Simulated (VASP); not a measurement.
# Ru (Fm-3m) in VASP: further runs

Runs on Ru. Level: PBEsol. Tasks: relaxation of cell and atoms, single point.

Program: VASP 6.6.1. These are calculated values, not measurements. Logs are shortened: lines on timing, memory, paths and dates and some standing lists are left out, and cuts for length are marked.

## Step 1: The cell of the first run

It takes space group Fm-3m (No. 225, cubic). The conventional cell has a = 3.852 Å, b = 3.852 Å, c = 3.852 Å, α = 90.00°, β = 90.00°, γ = 90.00°. Within 3.6 Å of Ru (site symmetry m-3m) lie 12 Ru at 2.72 Å.

## Step 2: Relaxation of cell and atoms, PBEsol

Contents of INCAR:

```
SYSTEM = Ru
  PREC = Accurate
  ENCUT = 600
  EDIFF = 1E-6
  ISMEAR = 0
  SIGMA = 0.1
  LREAL = .False.
  LASPH = .True.
  NELM = 60
  ALGO = Normal
  ISIF = 3
  LWAVE = .False.
  LCHARG = .False.
  GGA = PS
  IBRION = 2
  NSW = 80
  EDIFFG = -0.05
```

Contents of KPOINTS:

```
Automatic mesh
0
Gamma
  8 8 8
  0 0 0
```

Contents of POSCAR:

```
Ru
1.0
    0.0000000000      1.9261309583      1.9261309583
    1.9261309583      0.0000000000      1.9261309583
    1.9261309583      1.9261309583      0.0000000000
Ru
1
Direct
    0.0000000000      0.0000000000      0.0000000000
```

Potentials or basis: VASP PAW PBE potentials, release 64 (Ru_pv).

Launch:

```bash
$ cat potpaw_PBE.64/Ru_pv/POTCAR > POTCAR
$ mpirun -np 1 vasp_std > vasp.out
```

OUTCAR:

```text
SYSTEM = Ru
   PREC = Accurate
   ENCUT = 600
   EDIFF = 1E-6
   ISMEAR = 0
   LREAL = .False.
   LASPH = .True.
   NELM = 60
   ISIF = 3
   GGA = PS
   IBRION = 2
   NSW = 80
   EDIFFG = -0.05

 ion  position               nearest neighbor table
   1  0.000  0.000  0.000-

  LATTYP: Found a face centered cubic cell.
 ALAT       =     3.8522619166

  Lattice vectors:

 A1 = (   0.0000000000,   1.9261309583,   1.9261309583)
 A2 = (   1.9261309583,   0.0000000000,   1.9261309583)
 A3 = (   1.9261309583,   1.9261309583,   0.0000000000)

Analysis of symmetry for initial positions (statically):
[... 5 lines left out ...]
 face centered cubic supercell.

 Subroutine GETGRP returns: Found 48 space group operations
 (whereof 48 operations were pure point group operations)
 out of a pool of 48 trial point group operations.

The static configuration has the point symmetry O_h .

Analysis of symmetry for dynamics (positions and initial velocities):
[... 5 lines left out ...]
 face centered cubic supercell.

 Subroutine GETGRP returns: Found 48 space group operations
 (whereof 48 operations were pure point group operations)
 out of a pool of 48 trial point group operations.

The dynamic configuration has the point symmetry O_h .

 Subroutine INISYM returns: Found 48 space group operations
 (whereof 48 operations are pure point group operations),
 and found     1 'primitive' translations

----------------------------------------------------------------------------------------

                                     Primitive cell

  volume of cell :      14.2918

  direct lattice vectors                    reciprocal lattice vectors
     0.000000000  1.926130958  1.926130958    -0.259587749  0.259587749  0.259587749
     1.926130958  0.000000000  1.926130958     0.259587749 -0.259587749  0.259587749
     1.926130958  1.926130958  0.000000000     0.259587749  0.259587749 -0.259587749

  length of vectors
     2.723960524  2.723960524  2.723960524     0.449619171  0.449619171  0.449619171

  position of ions in fractional coordinates (direct lattice)
     0.000000000  0.000000000  0.000000000

  ion indices of the primitive-cell ions
   primitive index   ion index
                 1           1

----------------------------------------------------------------------------------------

 KPOINTS: Automatic mesh

Automatic generation of k-mesh.
 Grid dimensions read from file:
 generate k-points for:    8    8    8

 Generating k-lattice:

  Cartesian coordinates                     Fractional coordinates (reciprocal lattice)
    -0.032448469  0.032448469  0.032448469     0.125000000  0.000000000  0.000000000
     0.032448469 -0.032448469  0.032448469     0.000000000  0.125000000  0.000000000
     0.032448469  0.032448469 -0.032448469     0.000000000  0.000000000  0.125000000

  Length of vectors
     0.056202396  0.056202396  0.056202396

  Shift w.r.t. Gamma in fractional coordinates (k-lattice)
     0.000000000  0.000000000  0.000000000

 Subroutine IBZKPT returns following result:
 ===========================================

 Found     29 irreducible k-points:

 Following reciprocal coordinates:
            Coordinates               Weight
  0.000000  0.000000  0.000000      1.000000
  0.125000  0.000000  0.000000      8.000000
  0.250000  0.000000  0.000000      8.000000
  0.375000  0.000000  0.000000      8.000000
  0.500000  0.000000  0.000000      4.000000
  0.125000  0.125000  0.000000      6.000000
[... 16 lines left out ...]
  0.500000  0.250000  0.125000     48.000000
 -0.375000  0.250000  0.125000     24.000000
 [... further k-points ...]
   k-points           NKPTS =     29   k-points in BZ     NKDIM =     29   number of bands    NBANDS=     11
   number of dos      NEDOS =    301   number of ions     NIONS =      1
   total plane-waves  NPLWV =  13824
   dimension x,y,z NGX =    24 NGY =   24 NGZ =   24
   dimension x,y,z NGXF=    48 NGYF=   48 NGZF=   48
   ions per type =               1
   NGX,Y,Z   is equivalent  to a cutoff of  14.65, 14.65, 14.65 a.u.
   NGXF,Y,Z  is equivalent  to a cutoff of  29.29, 29.29, 29.29 a.u.
 SYSTEM =  Ru
   PREC   = accura    normal or accurate (medium, high low for compatibility)
   ISTART =      0    job   : 0-new  1-cont  2-samecut
   ICHARG =      2    charge: 1-file 2-atom 10-const
   ISPIN  =      1    spin polarized calculation?
   LNONCOLLINEAR =      F non collinear calculations
   LSORBIT =      F    spin-orbit coupling
   LASPH  =      T    aspherical Exc in radial PAW
   ENCUT  =  600.0 eV  44.10 Ry    6.64 a.u.   5.44  5.44  5.44*2*pi/ulx,y,z
   NELM   =     60;   NELMIN=  2; NELMDL= -5     # of ELM steps
   EDIFF  = 0.1E-05   stopping-criterion for ELM
   LREAL  =      F    real-space projection
   EDIFFG = -.5E-01   stopping-criterion for IOM
   NSW    =     80    number of steps for IOM
   IBRION =      2    ionic relax: 0-MD 1-quasi-New 2-CG
   NFREE  =      1    steps in history (QN), initial steepest desc. (CG)
   ISIF   =      3    stress and relaxation
   ISYM   =      2    0-nonsym 1-usesym 2-fastsym
   POTIM  = 0.5000    time-step for ionic-motion
   TEBEG  =    0.0;   TEEND  =   0.0 temperature during run
   PSTRESS=    0.0 pullay stress
   NELECT =      14.0000    total number of electrons
   NUPDOWN=      -1.0000    fix difference up-down
   EMIN   =  10.00;   EMAX   =-10.00  energy-range for DOS
   EFERMI =   0.00;   METHOD = LEGACY
   ISMEAR =     0;   SIGMA  =   0.10  broadening in eV -4-tet -1-fermi 0-gaus
   EFERMI_NEDOS =   21; number of points for ismear=-14 and -15
   IALGO  =     38    algorithm
   IMIX   =      4    mixing-type and parameters
     AMIX     =   0.40;   BMIX     =  1.00
     AMIX_MAG =   1.60;   BMIX_MAG =  1.00
  volume/ion in A,a.u.               =      14.29        96.45
  Fermi-wavevector in a.u.,A,eV,Ry     =   1.625880  3.072467 35.966787  2.643484
  Thomas-Fermi vector in A             =   2.718930
   LORBIT       =      0    0 simple, 1 ext, 2 COOP (PROOUT), +10 PAW based schemes
   GGA     = PS    functional components
   LHFCALC =     F    Hartree Fock is set to
   AEXX    =    0.0000 exact exchange contribution
   IVDW    =     0    specifies the selected vdW correction
   LEPSILON=     F    determine dielectric tensor
   LRPA    =     F    only Hartree local field effects (RPA)
 conjugate gradient relaxation of ions
 non-spin polarized calculation
 Gauss-broadening in eV      SIGMA  =   0.10
  energy-cutoff  :      600.00
  volume of cell :       14.29
 maximum number of plane-waves:       531
 NGX is ok and might be reduce to    24
   NGX = 11   NGY = 11   NGZ = 11

--------------------------------------- Ionic step        1  -------------------------------------------

 number of electron      13.9999998 magnetization

 Free energy of the ion-electron system (eV)
  ---------------------------------------------------
  ext. energy  EPLUGINS =         0.00000000
  ---------------------------------------------------
  free energy    TOTEN  =       -10.03089221 eV

  energy without entropy =      -10.02665315  energy(sigma->0) =      -10.02877268

------------------------ aborting loop because EDIFF is reached ----------------------------------------

  FORCE on cell =-STRESS in cart. coord.  units (eV):
  Direction    XX          YY          ZZ          XY          YZ          ZX
  --------------------------------------------------------------------------------------
  -------------------------------------------------------------------------------------
  Total       -1.7922284     -1.7922284     -1.7922284      0.0000000      0.0000000      0.0000000
  in kB     -200.9169183   -200.9169183   -200.9169183      0.0000000      0.0000000      0.0000000
  external PRESSURE =    -200.9169183 kB  Pullay stress =       0.0000000 kB
[... 90 lines left out ...]
  energy  without entropy=      -10.0908718548  energy(sigma->0) =      -10.09271046

--------------------------------------- Ionic step        4  -------------------------------------------

 number of electron      14.0000002 magnetization

 Free energy of the ion-electron system (eV)
  ---------------------------------------------------
  ext. energy  EPLUGINS =         0.00000000
  ---------------------------------------------------
  free energy    TOTEN  =       -10.09495914 eV

  energy without entropy =      -10.09130701  energy(sigma->0) =      -10.09313308

 E-fermi :  12.7971     XC(G=0): -14.3793

 val. band max:       12.7188267915   @ k =  -0.3750   0.3750   0.1250
 cond. band min:      12.8043384318   @ k =   0.0000   0.0000   0.0000
 fundamental gap:      0.0855116403
 Fermi energy:        12.7970995850

 k-point     1 :       0.0000    0.0000    0.0000
  band No.  band energies     occupation
      1     -29.4418      2.00000
      2     -29.4418      2.00000
      3     -29.4418      2.00000
      4       4.8329      2.00000
      5      10.2700      2.00000
      6      10.2700      2.00000
      7      10.2700      2.00000
      8      12.8043      0.91846
      9      12.8043      0.91846
     10      23.3348      0.00000
     11      27.9190      0.00000
[... 309 lines left out ...]
 k-point    24 :      -0.3750    0.2500    0.1250
  band No.  band energies     occupation
      1     -30.4228      2.00000
      2     -29.8945      2.00000
      3     -29.6894      2.00000
      4       7.9781      2.00000
      5       8.8820      2.00000
      6      10.6853      2.00000
      7      11.4997      2.00000
      8      14.4736      0.00000
      9      19.3937      0.00000
     10      22.6794      0.00000
     11      23.3501      0.00000

 [... further k-points ...]
[... 5 lines left out ...]
  --------------------------------------------------------------------------------------
  -------------------------------------------------------------------------------------
  Total       -0.0371960     -0.0371960     -0.0371960     -0.0000000      0.0000000      0.0000000
  in kB       -4.4624095     -4.4624095     -4.4624095     -0.0000000      0.0000000      0.0000000
  external PRESSURE =      -4.4624095 kB  Pullay stress =       0.0000000 kB
[... 16 lines left out ...]
  FREE ENERGIE OF THE ION-ELECTRON SYSTEM (eV)
  ---------------------------------------------------
  free  energy   TOTEN  =       -10.0949591441 eV

  energy  without entropy=      -10.0913070136  energy(sigma->0) =      -10.09313308

 reached required accuracy - stopping structural energy minimisation
```

It took 7.6 s on 1 thread of Intel Xeon 6975P-C (Granite Rapids), shared host; peak memory 0.14 GiB.

What came out:

* Free energy: -10.0950 eV
* Relaxed volume: 13.35 Å³/atom
* Relaxed cell: a = 2.663 Å, b = 2.663 Å, c = 2.663 Å, α = 60.00°, β = 60.00°, γ = 60.00°
* Space group after relaxing (to 0.05 Å): Fm-3m (No. 225)
* Energy gained by relaxing: 64.1 meV/atom
* Ionic steps: 4
* Pressure after relaxing: -0.4 GPa
* Band gap on the k mesh: zero (band 7 reaches 15.27 eV, above the bottom of band 8 at 12.03 eV)

The path:
| step | energy change (eV) | largest force (eV/Å) | pressure (GPa) | volume (Å³) |
| --- | --- | --- | --- | --- |
| 1 | 0.0000 | 0.0000 | -20.09 | 14.29 |
| 2 | 0.6438 | 0.0000 | 112.76 | 10.90 |
| 3 | -0.0637 | 0.0000 | -1.97 | 13.41 |
| 4 | -0.0641 | 0.0000 | -0.45 | 13.35 |

Final structure:
```
Ru
1.0
     0.00000    1.88308    1.88308
     1.88308    0.00000    1.88308
     1.88308    1.88308    0.00000
Ru
1
Direct
  0.00000 0.00000 0.00000
```

Caveat: the PAW data sets were made with another functional, which shifts forces and pressure a little.

## Step 3: Single point, PBEsol

This run uses another cell than the first one, of 13.38 Å³/atom, 0.936 times its volume.

Contents of INCAR:

```
SYSTEM = Ru
PREC = Accurate
ENCUT = 520
EDIFF = 1E-7
ISMEAR = 0
SIGMA = 0.1
LREAL = .False.
LASPH = .True.
NELM = 60
ALGO = Fast
ISIF = 2
LWAVE = .False.
LCHARG = .True.
GGA = PS
LELF = .True.
LVHAR = .True.
NBANDS = 13
```

Contents of KPOINTS:

```
regular mesh
0
Gamma
  20 20 20
  0 0 0
```

Contents of POSCAR:

```
Ru
1.0
    0.0000000000      1.8844165898      1.8844165898
    1.8844165898      0.0000000000      1.8844165898
    1.8844165898      1.8844165898      0.0000000000
Ru
1
Direct
    0.0000000000      0.0000000000      0.0000000000
```

Potentials or basis: VASP PAW PBE potentials, release 64 (Ru_pv).

Launch:

```bash
$ cat potpaw_PBE.64/Ru_pv/POTCAR > POTCAR
$ mpirun -np 1 vasp_std > vasp.out
```

Wall time 17 s (1 thread of Intel Xeon 6975P-C (Granite Rapids), shared host); peak memory 0.15 GiB.

Results (log left out):

```
Free energy            : -10.0518 eV
Pressure               : 0.0 GPa
Band gap on the k mesh : zero (band 7 reaches 15.21 eV, above the bottom of band 8 at 11.49 eV)
```

Levels at points of the mesh, in eV from the Fermi level:
```tsv
k point	band 3	band 4	band 5	band 6	band 7	band 8	band 9	band 10	band 11	band 12
(0.00, 0.00, 0.00)	-42.39	-8.08	-2.66	-2.66	-2.66	-0.13	-0.13	10.37	14.99	20.80
(0.50, 0.00, 0.00)	-42.54	-6.23	-2.79	-2.79	0.97	1.79	1.79	10.18	10.43	14.60
(0.50, 0.50, 0.00)	-42.79	-6.56	-6.07	1.75	2.32	2.32	3.65	10.37	13.49	13.49
```

Caveat: the PAW data sets were made with another functional, which shifts forces and pressure a little.

## Step 4: Relaxation of cell and atoms, PBEsol

This run uses another cell than the first one, of 13.34 Å³/atom, 0.933 times its volume.

Contents of INCAR:

```
SYSTEM = Ru
  ALGO = Normal
  EDIFF = 1E-6
  EDIFFG = -0.01
  ENCUT = 600
  GGA = PS
  IBRION = 2
  ISIF = 3
  ISMEAR = 0
  LASPH = .True.
  LCHARG = .False.
  LREAL = .False.
  LWAVE = .False.
  NELM = 80
  NSW = 80
  PREC = Accurate
  SIGMA = 0.1
```

Contents of KPOINTS:

```
k-points
0
Gamma
  20 20 20
  0 0 0
```

Contents of POSCAR:

```
Ru
1.0
    0.0000000000      1.8823898259      1.8823898259
    1.8823898259      0.0000000000      1.8823898259
    1.8823898259      1.8823898259      0.0000000000
Ru
1
Direct
    0.0000000000      0.0000000000      0.0000000000
```

Launch:

```bash
$ cat potpaw_PBE.64/Ru_pv/POTCAR > POTCAR
$ mpirun -np 1 vasp_std > vasp.out
```

It took 28 s on 1 thread of Intel Xeon 6975P-C (Granite Rapids), shared host; peak memory 0.18 GiB.

It converged, with:

- Free energy: -10.0520 eV
- Relaxed volume: 13.38 Å³/atom
- Relaxed cell: a = 2.665 Å, b = 2.665 Å, c = 2.665 Å, α = 60.00°, β = 60.00°, γ = 60.00°
- Space group after relaxing (to 0.05 Å): Fm-3m (No. 225)
- Energy gained by relaxing: 0.1 meV/atom
- Ionic steps: 3
- Pressure after relaxing: 0.1 GPa
- Band gap on the k mesh: zero (band 7 reaches 15.22 eV, above the bottom of band 8 at 11.49 eV)

Step by step:
```
step  energy change (eV)  largest force (eV/Å)  pressure (GPa)  volume (Å³)
   1              0.0000                0.0000            1.03        13.34
   2              0.0012                0.0000           -3.00        13.51
   3             -0.0001                0.0000            0.06        13.38
```

Final structure:
```
Ru
1.0
     0.00000    1.88414    1.88414
     1.88414    0.00000    1.88414
     1.88414    1.88414    0.00000
Ru
1
Direct
  0.00000 0.00000 0.00000
```

Levels at points of the mesh, in eV from the Fermi level:
| k point | band 4 | band 5 | band 6 | band 7 | band 8 | band 9 | band 10 | band 11 |
| --- | --- | --- | --- | --- | --- | --- | --- | --- |
| (0.00, 0.00, 0.00) | -8.08 | -2.66 | -2.66 | -2.66 | -0.13 | -0.13 | 10.37 | 14.99 |
| (0.50, 0.00, 0.00) | -6.24 | -2.79 | -2.79 | 0.97 | 1.79 | 1.79 | 10.19 | 10.43 |
| (0.50, 0.50, 0.00) | -6.57 | -6.08 | 1.75 | 2.32 | 2.32 | 3.65 | 10.37 | 13.49 |

Caveat: the PAW data sets were made with another functional, which shifts forces and pressure a little.

## Step 5: Summary

```csv
task,cell,k mesh,cutoff (eV),gap on the mesh (eV),pressure (GPa),relaxed volume (Å³/atom)
relaxation of cell and atoms,"relaxed from a = 2.724 Å, angles 60.0°, 1 atom",8 × 8 × 8,600,none,-0.4,13.35
single point,"a = 2.665 Å, angles 60.0°, 1 atom",20 × 20 × 20,520,none,0.0,-
relaxation of cell and atoms,"relaxed from a = 2.662 Å, angles 60.0°, 1 atom",20 × 20 × 20,600,none,0.1,13.38
```

Alike in all rows: level PBEsol; potentials or basis VASP PAW PBE potentials, release 64 (Ru_pv); no spin polarisation; smearing gaussian 0.1 eV.

Caveats: the PAW data sets were made with another functional, which shifts forces and pressure a little.

Total energies depend on the potentials used, so only differences within one code and one set of settings carry meaning.
